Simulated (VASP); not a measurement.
GaN, 2 atoms in the cell. Symmetry: F-43m, No. 216, cubic system. The conventional cell has a = 4.456 Å, b = 4.456 Å, c = 4.456 Å, α = 90.00°, β = 90.00°, γ = 90.00°. Within 2.6 Å of Ga (site symmetry -43m) lie 4 N at 1.93 Å. N (site symmetry -43m) has 4 Ga at 1.93 Å within 2.6 Å.  This cell differs from its parent crystal: volume changed by -6%.

* Program: VASP 6.6.1
* Task: single point
* Functional: PBE
* Potentials or basis: VASP PAW PBE potentials, release 64 (Ga_d, N)
* Cutoff: 520 eV
* k mesh: 8 × 8 × 8
* Occupations: gaussian, width 0.01 eV
* Spin: no spin polarisation
* Dipole correction: no
* Further INCAR settings: ALGO = Normal; EDIFF = 1e-06; NBANDS = 16

Potentials or basis: VASP PAW PBE potentials, release 64 (Ga_d, N).

Run with:

```console
$ cat potpaw_PBE.64/Ga_d/POTCAR potpaw_PBE.64/N/POTCAR > POTCAR
$ mpirun -np 1 vasp_std > vasp.out
```

Hardware: 1 thread of Intel(R) Xeon(R) 6975P-C (Granite Rapids), with other jobs on the host.

Task: Estimate the wall time of this run.

Result: Wall time 5.9 s on 1 thread of Intel(R) Xeon(R) 6975P-C (Granite Rapids), with other jobs on the host, peak memory 0.14 GiB. Counts: scf iterations 13, k points 29.
